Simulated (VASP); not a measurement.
Set up this calculation in VASP 6.6.1, as the native input.

* Task: single point
* Functional: PBE
* Potentials or basis: VASP PAW PBE potentials, release 64 (Ta_pv, Sb, N)
* Cutoff: 520 eV
* k mesh: 15 × 15 × 15
* Occupations: gaussian, width 0.1 eV
* Spin: no spin polarisation
* Dipole correction: no
* Further INCAR settings: ALGO = Normal; EDIFF = 1e-06; NBANDS = 24

The structure of Ta2SbN lies in POSCAR:

```
Ta2SbN
1.0
    1.6624877675      0.9598377601      6.6187199984
   -1.6624877675      0.9598377601      6.6187199984
    0.0000000000     -1.9196755202      6.6187199983
Ta Sb N
2 1 1
Direct
    0.2801287505      0.2801287505      0.2801287505
    0.7198712495      0.7198712495      0.7198712495
    0.5000000000      0.5000000000      0.5000000000
    0.0000000000      0.0000000000      0.0000000000
```

These files were run (other wordings do the same):

INCAR

```
SYSTEM = Ta2SbN
PREC = Accurate
ENCUT = 520
EDIFF = 1E-6
ISMEAR = 0
SIGMA = 0.1
LREAL = .FALSE.
LASPH = .TRUE.
NELM = 100
ALGO = Normal
ISIF = 2
LWAVE = .FALSE.
LCHARG = .FALSE.
GGA = PE
NBANDS = 24
```

KPOINTS

```
regular mesh
0
G
  15 15 15
  0 0 0
```

Potentials or basis: VASP PAW PBE potentials, release 64 (Ta_pv, Sb, N).

Launch:

```sh
$ cat potpaw_PBE.64/Ta_pv/POTCAR potpaw_PBE.64/Sb/POTCAR potpaw_PBE.64/N/POTCAR > POTCAR
$ mpirun -np 1 vasp_std > vasp.out
```

Results of the run:

* Pressure: 0.3 GPa
* Largest force: 0.033 eV/Å
* Band gap on the k mesh: zero (bands 16 and 17 overlap by 1.22 eV)

Caveat: spin-orbit coupling is left out, which moves the levels of the heavy elements.

It took 18 min on 1 thread of AMD EPYC 9R45 96-Core Processor (Zen 5), with other jobs on the host, peak memory 0.75 GiB.
